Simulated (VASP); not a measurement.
The system is Sn3C.

```
Sn C
1.0
     9.32132    0.00000    0.00000
    -4.66066    8.07250    0.00000
     0.00000    0.00000    3.34241
Sn C
6 2
Cartesian
  0.0000 3.4464 0.8356
  1.6759 6.3493 0.8356
  -1.6759 6.3493 0.8356
  4.6607 4.6261 2.5068
  2.9847 1.7232 2.5068
  6.3366 1.7232 2.5068
  0.0000 5.3817 2.5068
  4.6607 2.6908 0.8356
```

The cell was generated, and may not be a known phase.

| Quantity | Value |
| --- | --- |
| Program | VASP 6.6.1 |
| Task | relaxation of cell and atoms |
| Functional | PBE |
| Potentials or basis | VASP PAW PBE potentials, release 64 (Sn_d, C) |
| Cutoff | 600 eV |
| k mesh | 3 × 3 × 6 |
| Occupations | gaussian, width 0.1 eV |
| Spin | no spin polarisation |

At the start: pressure -5.9 GPa; volume 31.44 Å³/atom.

Task: Where does the relaxation end?

Result: Over 12 steps the energy falls by 131.4 meV/atom and the volume is 24.24 Å³/atom (-22.9 %); space group P6_3/mmc (No. 194, to 0.1 Å) before and after.

The path:
| step | energy change (eV) | largest force (eV/Å) | pressure (GPa) | volume (Å³) |
| --- | --- | --- | --- | --- |
| 1 | 0.0000 | 0.8513 | -5.94 | 251.50 |
| 2 | -0.7419 | 0.6900 | 1.80 | 211.42 |
| 3 | -0.7944 | 0.3002 | -0.26 | 218.58 |
| 4 | -0.8539 | 0.3673 | -0.40 | 215.75 |
| 5 | -0.8934 | 0.5144 | -0.46 | 210.09 |
| 6 | -0.9235 | 0.4559 | -0.48 | 208.18 |
| 7 | -0.9956 | 0.2940 | -0.51 | 202.49 |
| 8 | -1.0408 | 0.0418 | -0.05 | 191.37 |
| 9 | -1.0455 | 0.0522 | -0.24 | 194.25 |
| 10 | -1.0457 | 0.0364 | -0.21 | 193.77 |
| 11 | -1.0508 | 0.0271 | -0.04 | 193.90 |
| 12 | -1.0512 | 0.0239 | 0.03 | 193.95 |

Final structure:
```cif
data_structure
_symmetry_space_group_name_H-M 'P 1'
_symmetry_Int_Tables_number 1
_cell_length_a 8.2890
_cell_length_b 8.2890
_cell_length_c 3.2595
_cell_angle_alpha 90.000
_cell_angle_beta 90.000
_cell_angle_gamma 120.000
_cell_volume 193.95
loop_
_atom_site_label
_atom_site_type_symbol
_atom_site_fract_x
_atom_site_fract_y
_atom_site_fract_z
_atom_site_occupancy
Sn1 Sn 0.20630 0.41260 0.25000 1
Sn2 Sn 0.58740 0.79370 0.25000 1
Sn3 Sn 0.20630 0.79370 0.25000 1
Sn4 Sn 0.79370 0.58740 0.75000 1
Sn5 Sn 0.41260 0.20630 0.75000 1
Sn6 Sn 0.79370 0.20630 0.75000 1
C1 C 0.33333 0.66667 0.75000 1
C2 C 0.66667 0.33333 0.25000 1
```

Caveat: the volume moved by over 15 % at a fixed basis, so the end points are rough.
